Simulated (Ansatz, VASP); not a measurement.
## Two plane-wave programs on GaAs

File POSCAR:

```
GaAs
1.0
    0.0000000000      2.7691429914      2.7691429914
    2.7691429914      0.0000000000      2.7691429914
    2.7691429914      2.7691429914      0.0000000000
As Ga
1 1
Direct
    0.7500000000      0.7500000000      0.7500000000
    0.0000000000      0.0000000000      0.0000000000
```

Contents of INCAR.step1:

```
PREC = Accurate
ENCUT = 520
EDIFF = 1E-5
ISMEAR = -1
SIGMA = 0.05
LREAL = False
LASPH = True
NELM = 80
ALGO = Normal
ISIF = 2
LWAVE = True
NBANDS = 16
GGA = PE
```

File INCAR.step2:

```
PREC = Accurate
ENCUT = 520
EDIFF = 1E-7
ISMEAR = -1
SIGMA = 0.05
LREAL = False
LASPH = True
NELM = 80
ALGO = Normal
ISIF = 2
LWAVE = False
LCHARG = True
GGA = B5
LHFCALC = True
AEXX = 0.5
ALDAX = 0.5
AGGAX = 0.5
AGGAC = 1.0
ALDAC = 0.0
PRECFOCK = Normal
LELF = True
LVHAR = True
NBANDS = 16
ISTART = 1
```

Contents of KPOINTS:

```
regular mesh
0
Gamma
  4 4 4
```

input.yaml

```yaml
crystal:
  lattice:
    - [0.0, 2.7691429914, 2.7691429914]
    - [2.7691429914, 0.0, 2.7691429914]
    - [2.7691429914, 2.7691429914, 0.0]
  atoms:
    - { symbol: As, position: [0.75, 0.75, 0.75] }
    - { symbol: Ga, position: [0.0, 0.0, 0.0] }
hamiltonian:
  xc: { name: BHLYP }
  pseudopotentials: { kind: paw }
kpoints:
  mp_grid: { grid: [4, 4, 4] }
scf:
  occupations: { method: fermi_dirac, width: 0.05 }
output:
  forces: true
  stress: true
  eigenvalues: true
```

Alike in both runs: task single point; functional BHLYP; k mesh 4 × 4 × 4; occupations fermi-dirac, width 0.05 eV; no spin polarisation.

|  | VASP | Ansatz |
| --- | --- | --- |
| version | VASP 6.6.1 | Ansatz 0.2.0 |
| potentials or method | VASP PAW PBE potentials, release 64 (As, Ga_d) | Ansatz PAW |
| plane-wave cutoff (eV) | 520 | 420 |
| valence electrons in the cell | 18 | 28 |

Ansatz gave:

| Quantity | Value |
| --- | --- |
| gap on the k mesh at the Fermi level (eV) | 4.23 |
| least direct gap on the mesh (eV) | 4.35 |
| pressure (GPa) | 8.4 |

Estimate VASP's values.

gap on the k mesh at the Fermi level (eV): 4.34; least direct gap on the mesh (eV): 4.47; pressure (GPa): 7.9.

VASP's potentials were made for PBE, not for BHLYP. VASP's potentials hold 18 valence electrons a cell and Ansatz's 28, so a difference there can come from the potentials and not from the codes.

The k mesh is coarse, so the values compare programs but aren't converged.
